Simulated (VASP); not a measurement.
# Cs4C (Pm-3m) in VASP: relaxation of cell and atoms with PBE

Aim: the relaxation of cell and atoms of Cs4C with PBE.

Everything below comes from runs of VASP 6.6.1. Logs are shortened: lines on timing, memory, paths and dates and some standing lists are left out, and cuts for length are marked.

## (1) The cell of the first run

The structure is cubic, space group Pm-3m (No. 221). The conventional cell has a = 6.491 Å, b = 6.491 Å, c = 6.491 Å, α = 90.00°, β = 90.00°, γ = 90.00°. Cs (site symmetry 4/mmm) has 2 C at 3.25 Å within 4.3 Å. C (site symmetry m-3m) has 6 Cs at 3.25 Å within 4.3 Å.

## (2) Relaxation of cell and atoms, PBE

INCAR

```
  PREC = Accurate
  ENCUT = 600
  EDIFF = 1E-6
  ISMEAR = 0
  SIGMA = 0.1
  LREAL = False
  LASPH = True
  NELM = 100
  ALGO = Normal
  ISIF = 3
  LWAVE = False
  LCHARG = False
  GGA = PE
  IBRION = 2
  NSW = 90
  EDIFFG = -0.04
```

KPOINTS

```
Automatic mesh
0
Gamma
  4 4 4
```

POSCAR

```
Cs4C
1.0
    6.4914962900      0.0000000000      0.0000000000
    0.0000000000      6.4914962900      0.0000000000
    0.0000000000      0.0000000000      6.4914962900
Cs C
4 1
Direct
    0.5000000000      0.0000000000      0.0000000000
    0.0000000000      0.5000000000      0.0000000000
    0.0000000000      0.0000000000      0.5000000000
    0.5000000000      0.5000000000      0.5000000000
    0.0000000000      0.0000000000      0.0000000000
```

Potentials or basis: VASP PAW PBE potentials, release 64 (Cs_sv, C).

Run with:

```sh
cat potpaw_PBE.64/Cs_sv/POTCAR potpaw_PBE.64/C/POTCAR > POTCAR
mpirun -np 1 vasp_std > vasp.out
```

OUTCAR:

```text
PREC = Accurate
   ENCUT = 600
   EDIFF = 1E-6
   ISMEAR = 0
   LREAL = False
   LASPH = True
   NELM = 100
   ISIF = 3
   GGA = PE
   IBRION = 2
   NSW = 90
   EDIFFG = -0.04

 ion  position               nearest neighbor table
   1  0.500  0.000  0.000-
   2  0.000  0.500  0.000-
   3  0.000  0.000  0.500-
   4  0.500  0.500  0.500-
   5  0.000  0.000  0.000-

  LATTYP: Found a simple cubic cell.
 ALAT       =     6.4914962900

  Lattice vectors:

 A1 = (   6.4914962900,   0.0000000000,   0.0000000000)
 A2 = (   0.0000000000,   6.4914962900,   0.0000000000)
 A3 = (   0.0000000000,   0.0000000000,   6.4914962900)

Analysis of symmetry for initial positions (statically):
=====================================================================
 Subroutine PRICEL returns:
 Original cell was already a primitive cell.

 Routine SETGRP: Setting up the symmetry group for a
 simple cubic supercell.

 Subroutine GETGRP returns: Found 48 space group operations
 (whereof 48 operations were pure point group operations)
 out of a pool of 48 trial point group operations.

The static configuration has the point symmetry O_h .

Analysis of symmetry for dynamics (positions and initial velocities):
=====================================================================
 Subroutine PRICEL returns:
 Original cell was already a primitive cell.

 Routine SETGRP: Setting up the symmetry group for a
 simple cubic supercell.

 Subroutine GETGRP returns: Found 48 space group operations
 (whereof 48 operations were pure point group operations)
 out of a pool of 48 trial point group operations.

The dynamic configuration has the point symmetry O_h .

 Subroutine INISYM returns: Found 48 space group operations
 (whereof 48 operations are pure point group operations),
 and found     1 'primitive' translations

----------------------------------------------------------------------------------------

                                     Primitive cell

  volume of cell :     273.5486

  direct lattice vectors                    reciprocal lattice vectors
     6.491496290  0.000000000  0.000000000     0.154047689  0.000000000  0.000000000
     0.000000000  6.491496290  0.000000000     0.000000000  0.154047689  0.000000000
[... 63 lines left out ...]
   ions per type =               4   1
   NGX,Y,Z   is equivalent  to a cutoff of  13.83, 13.83, 13.83 a.u.
   NGXF,Y,Z  is equivalent  to a cutoff of  27.66, 27.66, 27.66 a.u.
 SYSTEM =  unknown system
   PREC   = accura    normal or accurate (medium, high low for compatibility)
   ISTART =      0    job   : 0-new  1-cont  2-samecut
   ICHARG =      2    charge: 1-file 2-atom 10-const
   ISPIN  =      1    spin polarized calculation?
   LNONCOLLINEAR =      F non collinear calculations
   LSORBIT =      F    spin-orbit coupling
   LASPH  =      T    aspherical Exc in radial PAW
   ENCUT  =  600.0 eV  44.10 Ry    6.64 a.u.  12.97 12.97 12.97*2*pi/ulx,y,z
   NELM   =    100;   NELMIN=  2; NELMDL= -5     # of ELM steps
   EDIFF  = 0.1E-05   stopping-criterion for ELM
   LREAL  =      F    real-space projection
   EDIFFG = -.4E-01   stopping-criterion for IOM
   NSW    =     90    number of steps for IOM
   IBRION =      2    ionic relax: 0-MD 1-quasi-New 2-CG
   NFREE  =      1    steps in history (QN), initial steepest desc. (CG)
   ISIF   =      3    stress and relaxation
   ISYM   =      2    0-nonsym 1-usesym 2-fastsym
   POTIM  = 0.5000    time-step for ionic-motion
   TEBEG  =    0.0;   TEEND  =   0.0 temperature during run
   PSTRESS=    0.0 pullay stress
   NELECT =      40.0000    total number of electrons
   NUPDOWN=      -1.0000    fix difference up-down
   EMIN   =  10.00;   EMAX   =-10.00  energy-range for DOS
   EFERMI =   0.00;   METHOD = LEGACY
   ISMEAR =     0;   SIGMA  =   0.10  broadening in eV -4-tet -1-fermi 0-gaus
   EFERMI_NEDOS =   21; number of points for ismear=-14 and -15
   IALGO  =     38    algorithm
   IMIX   =      4    mixing-type and parameters
     AMIX     =   0.40;   BMIX     =  1.00
     AMIX_MAG =   1.60;   BMIX_MAG =  1.00
  volume/ion in A,a.u.               =      54.71       369.20
  Fermi-wavevector in a.u.,A,eV,Ry     =   0.862482  1.629855 10.121035  0.743875
  Thomas-Fermi vector in A             =   1.980290
   LORBIT       =      0    0 simple, 1 ext, 2 COOP (PROOUT), +10 PAW based schemes
   GGA     = PE    functional components
   LHFCALC =     F    Hartree Fock is set to
   AEXX    =    0.0000 exact exchange contribution
   IVDW    =     0    specifies the selected vdW correction
   LEPSILON=     F    determine dielectric tensor
   LRPA    =     F    only Hartree local field effects (RPA)
 conjugate gradient relaxation of ions
 non-spin polarized calculation
 Gauss-broadening in eV      SIGMA  =   0.10
  energy-cutoff  :      600.00
  volume of cell :      273.55
 maximum number of plane-waves:      9160
 NGX is ok and might be reduce to    54
   NGX = 25   NGY = 25   NGZ = 25

--------------------------------------- Ionic step        1  -------------------------------------------

 number of electron      40.0000009 magnetization

 Free energy of the ion-electron system (eV)
  ---------------------------------------------------
  ext. energy  EPLUGINS =         0.00000000
  ---------------------------------------------------
  free energy    TOTEN  =        -7.39805074 eV

  energy without entropy =       -7.36202014  energy(sigma->0) =       -7.38003544

------------------------ aborting loop because EDIFF is reached ----------------------------------------

  FORCE on cell =-STRESS in cart. coord.  units (eV):
  Direction    XX          YY          ZZ          XY          YZ          ZX
  --------------------------------------------------------------------------------------
  -------------------------------------------------------------------------------------
  Total        1.6677741      1.6677741      1.6677741      0.0000000     -0.0000000      0.0000000
  in kB        9.7681733      9.7681733      9.7681733      0.0000000     -0.0000000      0.0000000
  external PRESSURE =       9.7681733 kB  Pullay stress =       0.0000000 kB
[... 65 lines left out ...]
--------------------------------------- Ionic step        3  -------------------------------------------

 number of electron      40.0000001 magnetization

 Free energy of the ion-electron system (eV)
  ---------------------------------------------------
  ext. energy  EPLUGINS =         0.00000000
  ---------------------------------------------------
  free energy    TOTEN  =        -7.52496156 eV

  energy without entropy =       -7.47836065  energy(sigma->0) =       -7.50166111

 E-fermi :   1.3974     XC(G=0):  -6.6127

 val. band max:        1.3895939545   @ k =   0.5000   0.5000   0.5000
 cond. band min:       1.4590534345   @ k =   0.5000   0.5000   0.0000
 fundamental gap:      0.0694594800
 Fermi energy:         1.3973803011

 k-point     1 :       0.0000    0.0000    0.0000
  band No.  band energies     occupation
      1     -22.6911      2.00000
      2     -21.5939      2.00000
      3     -21.5591      2.00000
      4     -21.5591      2.00000
      5      -9.5407      2.00000
      6      -9.5407      2.00000
[... 291 lines left out ...]
  FREE ENERGIE OF THE ION-ELECTRON SYSTEM (eV)
  ---------------------------------------------------
  free  energy   TOTEN  =        -7.5249615605 eV

  energy  without entropy=       -7.4783606536  energy(sigma->0) =       -7.50166111

 reached required accuracy - stopping structural energy minimisation
```

OSZICAR:

```text
N       E                     dE             d eps       ncg     rms          rms(c)
DAV:   1     0.317391865899E+03    0.31739E+03   -0.16704E+04   480   0.149E+03
DAV:   2     0.270544081101E+02   -0.29034E+03   -0.28689E+03   664   0.234E+02
DAV:   3    -0.149660444932E+02   -0.42020E+02   -0.41152E+02   568   0.906E+01
[... 39 lines left out ...]
DAV:   6    -0.752504180703E+01    0.22893E-03   -0.36590E-03   600   0.258E-01    0.111E-01
DAV:   7    -0.752494918821E+01    0.92619E-04   -0.11785E-03   560   0.961E-02    0.364E-02
DAV:   8    -0.752495626339E+01   -0.70752E-05   -0.14492E-04   552   0.359E-02    0.738E-03
DAV:   9    -0.752496105188E+01   -0.47885E-05   -0.12785E-05   416   0.104E-02    0.483E-03
DAV:  10    -0.752496156047E+01   -0.50859E-06   -0.32168E-06   344   0.724E-03
   3 F= -.75249616E+01 E0= -.75016611E+01  d E =-.126911E+00
```

Run time: 3.8 min. Hardware: 1 thread of Intel Xeon 6975P-C (Granite Rapids), shared host; peak memory 0.43 GiB.

Results:

```yaml
Free_energy: -7.5250 eV
Relaxed_volume: 63.14 Å³/atom
Relaxed_cell: a = 6.809 Å, b = 6.809 Å, c = 6.809 Å, α = 90.00°, β = 90.00°, γ = 90.00°
Space_group_after_relaxing_to_0.05_Å: Pm-3m (No. 221)
Energy_gained_by_relaxing: 25.4 meV/atom
Ionic_steps: 3
Pressure_after_relaxing: 0.1 GPa
Band_gap_on_the_k_mesh: zero (band 20 reaches 1.62 eV, above the bottom of band 21 at 1.36 eV)
```

The path:
```tsv
step	energy change (eV)	largest force (eV/Å)	pressure (GPa)	volume (Å³)
1	0.0000	0.0000	0.98	273.55
2	-0.0666	0.0000	0.63	286.97
3	-0.1269	0.0000	0.09	315.72
```

Final structure:
```
Cs C
1.0
     6.80926    0.00000    0.00000
     0.00000    6.80926    0.00000
     0.00000    0.00000    6.80926
Cs C
4 1
Direct
  0.50000 0.00000 0.00000
  0.00000 0.50000 0.00000
  0.00000 0.00000 0.50000
  0.50000 0.50000 0.50000
  0.00000 0.00000 0.00000
```

Caveat: the volume moved by over 15 % at a fixed basis, so the end points are rough; spin-orbit coupling is left out, which moves the levels of the heavy elements.
